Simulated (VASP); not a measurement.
**TaC2: single point with PBE**

The system is TaC2.

```
CELL_PARAMETERS angstrom
-1.57875 1.57875 2.98014
1.57875 -1.57875 2.98014
1.57875 1.57875 -2.98014
ATOMIC_POSITIONS crystal
Ta 0.00000 0.00000 0.00000
C 0.38346 0.38346 0.00000
C 0.61654 0.61654 0.00000
```

```
Program             : VASP 6.6.1
Task                : single point
Functional          : PBE
Potentials or basis : VASP PAW PBE potentials, release 64 (Ta_pv, C)
Cutoff              : 520 eV
k mesh              : 6 × 6 × 6
Occupations         : gaussian, width 0.1 eV
Spin                : no spin polarisation
```

| Quantity | Value |
| --- | --- |
| Pressure | 0.5 GPa |
| Largest force | 0.106 eV/Å |

Forces on the atoms (eV/Å):
```
Ta   0.000  0.000  0.000
C    0.000  0.000 -0.106
C    0.000  0.000  0.106
```

Stress tensor (GPa, compression positive):
```
0.30 0.00 0.00
0.00 0.30 0.00
0.00 0.00 0.80
```

Levels at points of the mesh, in eV from the Fermi level:
```tsv
k point	band 6	band 7	band 8	band 9	band 10	band 11	band 12	band 13	band 14	band 15
(0.00, 0.00, 0.00)	-5.01	-3.06	-3.06	-2.93	-2.85	-2.85	1.02	2.20	7.89	7.89
(0.50, 0.00, 0.00)	-7.49	-6.54	-4.77	0.71	1.41	1.43	2.20	2.52	5.08	7.71
(0.50, 0.50, 0.00)	-6.67	-6.06	-5.40	-4.51	-0.97	3.61	3.82	4.82	7.09	8.83
(0.50, 0.50, 0.50)	-4.35	-4.35	-3.84	-2.88	1.22	1.22	1.43	3.67	5.55	5.60
```

Run time: 9 s on 1 thread of Intel(R) Xeon(R) Platinum 8488C (Sapphire Rapids), on a shared host, peak memory 0.16 GiB.

Caveat: the k points lie up to 0.47 Å⁻¹ apart; spin-orbit coupling is left out, which moves the levels of the heavy elements.
